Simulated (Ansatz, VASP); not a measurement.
## Hf: VASP beside Ansatz

```
Hf
1.0
     3.15234    0.00000    0.00000
    -1.57617    2.73000    0.00000
     0.00000    0.00000    5.01987
Hf
2
Direct
  0.33333 0.66667 0.25000
  0.66667 0.33333 0.75000
```

Alike in both runs: functional PBEsol; k mesh 6 × 6 × 4; occupations gaussian, width 0.1 eV; no spin polarisation.

Ansatz relaxed the structure, and its values are those at the end. VASP's run is a single point on that final structure, the one shown.

|  | VASP | Ansatz |
| --- | --- | --- |
| version | VASP 6.6.1 | Ansatz 0.2.0 |
| potentials or method | VASP PAW PBE potentials, release 64 (Hf_pv), cutoff 520 eV | scalar-relativistic, plane waves, PAW |
| valence electrons in the cell | 20 | 52 |

Ansatz gave:

- gap on the k mesh at the Fermi level (eV): none
- pressure (GPa): 0.0

**Question.** Estimate VASP's values.

**Answer.** gap on the k mesh at the Fermi level (eV): none; pressure (GPa): -0.3.

VASP's potentials were made for PBE, not for PBEsol. A gap of «none» marks a metal or a gap that the smearing closes. With one functional, cell and mesh, what is left measures potentials, basis and numerics. VASP's potentials hold 20 valence electrons a cell and Ansatz's 52, so a difference there can come from the potentials and not from the codes.

The k mesh is coarse, so the values compare programs but aren't converged. Neither program's run includes spin-orbit coupling.
